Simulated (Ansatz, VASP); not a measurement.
# Two plane-wave programs on TiO2

```
Ti O
1.0
     4.45477    0.00000    0.00000
     0.00000    4.45477    0.00000
     0.00000    0.00000    3.12664
Ti O
2 4
Direct
  0.00000 0.00000 0.00000
  0.50000 0.50000 0.50000
  0.30565 0.30565 0.00000
  0.19435 0.80565 0.50000
  0.69435 0.69435 0.00000
  0.80565 0.19435 0.50000
```

Change from the starting cell: strain -0.040 along x and y, +0.040 along z, atoms carried along.

Alike in both runs: task single point; functional PBE; k mesh 6 × 6 × 10; occupations gaussian, width 0.05 eV; no spin polarisation; Hubbard terms Ti d U = 4.0 eV.

```csv
,VASP,Ansatz
version,VASP 6.6.1,Ansatz 0.2.0
potentials or method,"VASP PAW PBE potentials, release 64 (Ti_sv, O), cutoff 520 eV","scalar-relativistic, plane waves, PAW"
valence electrons in the cell,48,48
```

Ansatz gave:

* gap on the k mesh at the Fermi level (eV): 2.38
* least direct gap on the mesh (eV): 2.44
* pressure (GPa): 7.8
* traceless stress, the component that is largest in VASP (GPa): -11.87
* rms of the force components (eV/Å): 0.005

**Question.** Estimate VASP's values.

**Answer.** gap on the k mesh at the Fermi level (eV): 2.41; least direct gap on the mesh (eV): 2.41; pressure (GPa): 12.1; traceless stress, the component that is largest in VASP (GPa): -11.94; rms of the force components (eV/Å): 0.018.

The programs project onto different local orbitals, so the same U acts differently, and such runs can settle in different states. Atom by atom the forces differ by 0.013 eV/Å (rms over components).
